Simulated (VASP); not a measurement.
# NaH3 (Cc) in VASP: single point with PBE

Aim: the single point of NaH3 with PBE.

Everything below comes from runs of VASP 6.6.1. Logs are shortened: lines on timing, memory, paths and dates and some standing lists are left out, and cuts for length are marked.

### 1 The cell of the first run

It takes space group Cc (No. 9, monoclinic). Conventional cell: a = 10.516 Å, b = 6.072 Å, c = 6.072 Å, α = 90.00°, β = 125.26°, γ = 90.00°. Na (site symmetry 1) has 6 H at 2.03 to 2.35 Å within 2.7 Å. H (site symmetry 1) has 2 Na at 2.19 Å within 2.9 Å. H (site symmetry 1) has 2 Na at 2.03 to 2.31 Å within 2.7 Å. Within 2.7 Å of H (site symmetry 1) lie 2 Na at 2.07 to 2.35 Å.

### 2 Single point, PBE

File INCAR:

```
SYSTEM = NaH3
ALGO = Normal ; EDIFF = 1E-6
ENCUT = 520 ; GGA = PE
ISIF = 2 ; ISMEAR = 0
LASPH = .TRUE. ; LCHARG = .FALSE.
LREAL = .FALSE. ; LWAVE = .FALSE.
NBANDS = 20 ; NELM = 100
PREC = Accurate ; SIGMA = 0.1
```

File KPOINTS:

```
k-points
0
G
  4 4 4
  0 0 0
```

File POSCAR:

```
NaH3
1.0
    5.2580942600     -3.0357621400      0.0000000000
    5.2580942600      3.0357621400      0.0000000000
   -3.5053961800      0.0000000000      4.9573788100
Na H
2 6
Direct
    0.5000000000      0.0000000000      0.0336187300
    0.0000000000      0.5000000000      0.5336187300
    0.6828278700      0.3171721300      0.2500000000
    0.2500000000      0.1828278700      0.2500000000
    0.8171721300      0.7500000000      0.2500000000
    0.3171721300      0.6828278700      0.7500000000
    0.7500000000      0.8171721300      0.7500000000
    0.1828278700      0.2500000000      0.7500000000
```

Potentials or basis: VASP PAW PBE potentials, release 64 (Na_pv, H).

Run with:

```bash
$ cat potpaw_PBE.64/Na_pv/POTCAR potpaw_PBE.64/H/POTCAR > POTCAR
$ mpirun -np 1 vasp_std > vasp.out
```

OUTCAR:

```text
SYSTEM = NaH3
   EDIFF = 1E-6
   ENCUT = 520
   GGA = PE
   ISIF = 2
   ISMEAR = 0
   LASPH = .TRUE.
   LREAL = .FALSE.
   NELM = 100
   PREC = Accurate

 ion  position               nearest neighbor table
   1  0.500  0.000  0.034-
   2  0.000  0.500  0.534-
   3  0.683  0.317  0.250-
   4  0.250  0.183  0.250-
   5  0.817  0.750  0.250-
   6  0.317  0.683  0.750-
   7  0.750  0.817  0.750-
   8  0.183  0.250  0.750-

  LATTYP: Found a face centered cubic cell.
 ALAT       =     8.5864319735

  Lattice vectors:

 A1 = (  -5.2580942600,   3.0357621400,   0.0000000000)
 A2 = (  -5.2580942600,  -3.0357621400,   0.0000000000)
 A3 = (  -3.5053961800,   0.0000000000,   4.9573788100)

Analysis of symmetry for initial positions (statically):
=====================================================================
 Subroutine PRICEL returns:
 Original cell was already a primitive cell.

 Routine SETGRP: Setting up the symmetry group for a
 face centered cubic supercell.

 Subroutine GETGRP returns: Found  2 space group operations
 (whereof  1 operations were pure point group operations)
 out of a pool of 48 trial point group operations.

The static configuration has the point symmetry C_1 .
 The point group associated with its full space group is C_1h.

Analysis of symmetry for dynamics (positions and initial velocities):
=====================================================================
 Subroutine PRICEL returns:
 Original cell was already a primitive cell.

 Routine SETGRP: Setting up the symmetry group for a
 face centered cubic supercell.

 Subroutine GETGRP returns: Found  2 space group operations
 (whereof  1 operations were pure point group operations)
 out of a pool of 48 trial point group operations.

The dynamic configuration has the point symmetry C_1 .
 The point group associated with its full space group is C_1h.

 Subroutine INISYM returns: Found  2 space group operations
 (whereof  1 operations are pure point group operations),
 and found     1 'primitive' translations

----------------------------------------------------------------------------------------

                                     Primitive cell

  volume of cell :     158.2626

  direct lattice vectors                    reciprocal lattice vectors
     5.258094260 -3.035762140  0.000000000     0.095091487 -0.164703286  0.067239835
     5.258094260  3.035762140  0.000000000     0.095091487  0.164703286  0.067239835
    -3.505396180  0.000000000  4.957378810     0.000000000  0.000000000  0.201719505

  length of vectors
     6.071524275  6.071524275  6.071524277     0.201719505  0.201719505  0.201719505

  position of ions in fractional coordinates (direct lattice)
     0.500000000  0.000000000  0.033618730
     0.000000000  0.500000000  0.533618730
     0.682827870  0.317172130  0.250000000
     0.250000000  0.182827870  0.250000000
     0.817172130  0.750000000  0.250000000
     0.317172130  0.682827870  0.750000000
     0.750000000  0.817172130  0.750000000
     0.182827870  0.250000000  0.750000000

  ion indices of the primitive-cell ions
   primitive index   ion index
                 1           1
                 2           2
                 3           3
                 4           4
                 5           5
                 6           6
                 7           7
                 8           8

----------------------------------------------------------------------------------------

 KPOINTS: k-points

Automatic generation of k-mesh.
 Grid dimensions read from file:
 generate k-points for:    4    4    4

 Generating k-lattice:

  Cartesian coordinates                     Fractional coordinates (reciprocal lattice)
     0.023772872 -0.041175822  0.016809959     0.250000000  0.000000000  0.000000000
     0.023772872  0.041175822  0.016809959     0.000000000  0.250000000  0.000000000
     0.000000000  0.000000000  0.050429876     0.000000000  0.000000000  0.250000000

  Length of vectors
     0.050429876  0.050429876  0.050429876

  Shift w.r.t. Gamma in fractional coordinates (k-lattice)
     0.000000000  0.000000000  0.000000000

 Subroutine IBZKPT returns following result:
 ===========================================

 Found     24 irreducible k-points:

 Following reciprocal coordinates:
            Coordinates               Weight
  0.000000  0.000000  0.000000      1.000000
  0.250000  0.000000 -0.000000      4.000000
  0.000000  0.000000 -0.250000      2.000000
 -0.250000 -0.250000  0.250000      2.000000
  0.500000  0.000000 -0.000000      2.000000
  0.000000  0.000000  0.500000      1.000000
[... 16 lines left out ...]
  0.500000  0.250000  0.250000      4.000000
  0.250000 -0.250000  0.500000      2.000000
   k-points           NKPTS =     24   k-points in BZ     NKDIM =     24   number of bands    NBANDS=     20
   number of dos      NEDOS =    301   number of ions     NIONS =      8
   total plane-waves  NPLWV = 110592
   dimension x,y,z NGX =    48 NGY =   48 NGZ =   48
   dimension x,y,z NGXF=    96 NGYF=   96 NGZF=   96
   ions per type =               2   6
   NGX,Y,Z   is equivalent  to a cutoff of  13.14, 13.14, 13.14 a.u.
   NGXF,Y,Z  is equivalent  to a cutoff of  26.29, 26.29, 26.29 a.u.
 SYSTEM =  NaH3
   PREC   = accura    normal or accurate (medium, high low for compatibility)
   ISTART =      0    job   : 0-new  1-cont  2-samecut
   ICHARG =      2    charge: 1-file 2-atom 10-const
   ISPIN  =      1    spin polarized calculation?
   LNONCOLLINEAR =      F non collinear calculations
   LSORBIT =      F    spin-orbit coupling
   LASPH  =      T    aspherical Exc in radial PAW
   ENCUT  =  520.0 eV  38.22 Ry    6.18 a.u.  11.29 11.29 11.29*2*pi/ulx,y,z
   NELM   =    100;   NELMIN=  2; NELMDL= -5     # of ELM steps
   EDIFF  = 0.1E-05   stopping-criterion for ELM
   LREAL  =      F    real-space projection
   EDIFFG = 0.1E-04   stopping-criterion for IOM
   NSW    =      0    number of steps for IOM
   IBRION =     -1    ionic relax: 0-MD 1-quasi-New 2-CG
   NFREE  =      0    steps in history (QN), initial steepest desc. (CG)
   ISIF   =      2    stress and relaxation
   ISYM   =      2    0-nonsym 1-usesym 2-fastsym
   POTIM  = 0.5000    time-step for ionic-motion
   TEBEG  =    0.0;   TEEND  =   0.0 temperature during run
   PSTRESS=    0.0 pullay stress
   NELECT =      20.0000    total number of electrons
   NUPDOWN=      -1.0000    fix difference up-down
   EMIN   =  10.00;   EMAX   =-10.00  energy-range for DOS
   EFERMI =   0.00;   METHOD = LEGACY
   ISMEAR =     0;   SIGMA  =   0.10  broadening in eV -4-tet -1-fermi 0-gaus
   EFERMI_NEDOS =   21; number of points for ismear=-14 and -15
   IALGO  =     38    algorithm
   IMIX   =      4    mixing-type and parameters
     AMIX     =   0.40;   BMIX     =  1.00
     AMIX_MAG =   1.60;   BMIX_MAG =  1.00
  volume/ion in A,a.u.               =      19.78       133.50
  Fermi-wavevector in a.u.,A,eV,Ry     =   0.821534  1.552474  9.182814  0.674918
  Thomas-Fermi vector in A             =   1.932710
   LORBIT       =      0    0 simple, 1 ext, 2 COOP (PROOUT), +10 PAW based schemes
   GGA     = PE    functional components
   LHFCALC =     F    Hartree Fock is set to
   AEXX    =    0.0000 exact exchange contribution
   IVDW    =     0    specifies the selected vdW correction
   LEPSILON=     F    determine dielectric tensor
   LRPA    =     F    only Hartree local field effects (RPA)
 non-spin polarized calculation
 Gauss-broadening in eV      SIGMA  =   0.10
  energy-cutoff  :      520.00
  volume of cell :      158.26
 maximum number of plane-waves:      4314
 NGX is ok and might be reduce to    48
   NGX = 23   NGY = 23   NGZ = 23

 number of electron      19.9999994 magnetization

 Free energy of the ion-electron system (eV)
  ---------------------------------------------------
  ext. energy  EPLUGINS =         0.00000000
  ---------------------------------------------------
  free energy    TOTEN  =       -12.39251409 eV

  energy without entropy =      -12.34756983  energy(sigma->0) =      -12.37004196

 E-fermi :  -4.1421     XC(G=0):  -5.6778

 val. band max:       -4.1878841272   @ k =   0.0000   0.2500   0.2500
 cond. band min:      -4.1262606554   @ k =  -0.2500   0.2500   0.0000
 fundamental gap:      0.0616234719
 Fermi energy:        -4.1420879708

 k-point     1 :       0.0000    0.0000    0.0000
  band No.  band energies     occupation
      1     -25.6901      2.00000
      2     -25.6883      2.00000
      3     -25.6841      2.00000
      4     -25.6821      2.00000
      5     -25.6798      2.00000
      6     -25.6762      2.00000
[... 12 lines left out ...]
     19       4.3211      0.00000
     20       4.9780      0.00000

 k-point     2 :       0.2500    0.0000   -0.0000
  band No.  band energies     occupation
      1     -25.6891      2.00000
      2     -25.6873      2.00000
      3     -25.6833      2.00000
      4     -25.6831      2.00000
      5     -25.6808      2.00000
      6     -25.6773      2.00000
[... 12 lines left out ...]
     19       5.0409      0.00000
     20       5.9716      0.00000

 k-point     3 :       0.0000    0.0000   -0.2500
  band No.  band energies     occupation
      1     -25.6891      2.00000
      2     -25.6873      2.00000
      3     -25.6832      2.00000
      4     -25.6832      2.00000
      5     -25.6807      2.00000
      6     -25.6773      2.00000
[... 12 lines left out ...]
     19       4.6187      0.00000
     20       6.1681      0.00000

 k-point     4 :      -0.2500   -0.2500    0.2500
  band No.  band energies     occupation
      1     -25.6891      2.00000
      2     -25.6873      2.00000
      3     -25.6832      2.00000
      4     -25.6831      2.00000
      5     -25.6807      2.00000
      6     -25.6773      2.00000
[... 429 lines left out ...]
 k-point    23 :       0.5000    0.2500    0.2500
  band No.  band energies     occupation
      1     -25.6898      2.00000
      2     -25.6869      2.00000
      3     -25.6856      2.00000
      4     -25.6829      2.00000
      5     -25.6798      2.00000
      6     -25.6759      2.00000
[... 12 lines left out ...]
     19       5.8403      0.00000
     20       5.9094      0.00000

 k-point    24 :       0.2500   -0.2500    0.5000
  band No.  band energies     occupation
      1     -25.6898      2.00000
      2     -25.6898      2.00000
      3     -25.6818      2.00000
      4     -25.6818      2.00000
      5     -25.6789      2.00000
      6     -25.6789      2.00000
[... 12 lines left out ...]
     19       5.8656      0.00000
     20       5.8656      0.00000

------------------------ aborting loop because EDIFF is reached ----------------------------------------

  FORCE on cell =-STRESS in cart. coord.  units (eV):
  Direction    XX          YY          ZZ          XY          YZ          ZX
  --------------------------------------------------------------------------------------
  -------------------------------------------------------------------------------------
  Total       -0.2376889      0.2487085     -1.0146854      0.0000000      0.0000000     -0.1057295
  in kB       -2.4062526      2.5178106    -10.2722076      0.0000000      0.0000000     -1.0703564
  external PRESSURE =      -3.3868832 kB  Pullay stress =       0.0000000 kB

 VOLUME and BASIS-vectors are now :
 -----------------------------------------------------------------------------
  energy-cutoff  :      520.00
  volume of cell :      158.26
      direct lattice vectors                 reciprocal lattice vectors
     5.258094260 -3.035762140  0.000000000     0.095091487 -0.164703286  0.067239835
     5.258094260  3.035762140  0.000000000     0.095091487  0.164703286  0.067239835
    -3.505396180  0.000000000  4.957378810     0.000000000  0.000000000  0.201719505

 POSITION                                       TOTAL-FORCE (eV/Angst)
 -----------------------------------------------------------------------------------
      2.51120     -1.51788      0.16666         0.276187      0.009284     -0.357156
      0.75850      1.51788      2.64535         0.276187     -0.009284     -0.357156
      4.38175     -1.11004      1.23934         0.031781     -0.006288     -0.048543
      1.39950     -0.20392      1.23934        -0.184776      0.332227      0.222148
      7.36399     -0.20392      1.23934        -0.123192     -0.294538      0.183551
      2.62905      1.11004      3.71803         0.031781      0.006288     -0.048543
      5.61129      0.20392      3.71803        -0.123192      0.294538      0.183551
     -0.35320      0.20392      3.71803        -0.184776     -0.332227      0.222148
 -----------------------------------------------------------------------------------
    total drift:                               -0.000311      0.000000      0.000514

  FREE ENERGIE OF THE ION-ELECTRON SYSTEM (eV)
  ---------------------------------------------------
  free  energy   TOTEN  =       -12.3925140876 eV

  energy  without entropy=      -12.3475698273  energy(sigma->0) =      -12.37004196
```

It took 2.4 min on 1 thread of Intel Xeon Platinum 8259CL at 2.50GHz (Skylake/Cascade Lake), shared host; peak memory 0.32 GiB.

What came out:

| Item | Value |
| --- | --- |
| Free energy | -12.3925 eV |
| Pressure | -0.3 GPa |
| Largest force | 0.452 eV/Å |
| Band gap on the k mesh | zero (bands 10 and 11 overlap by 0.47 eV) |

Forces in eV/Å, atoms in the order of the input:
```
Na   0.276  0.009 -0.357
Na   0.276 -0.009 -0.357
H    0.032 -0.006 -0.049
H   -0.185  0.332  0.222
H   -0.123 -0.295  0.184
H    0.032  0.006 -0.049
H   -0.123  0.295  0.184
H   -0.185 -0.332  0.222
```

Stress tensor (GPa, compression positive):
```
-0.24  0.00 -0.11
 0.00  0.25  0.00
-0.11  0.00 -1.03
```

The gap in the log of VASP goes by the Fermi energy; the results here count the filled bands.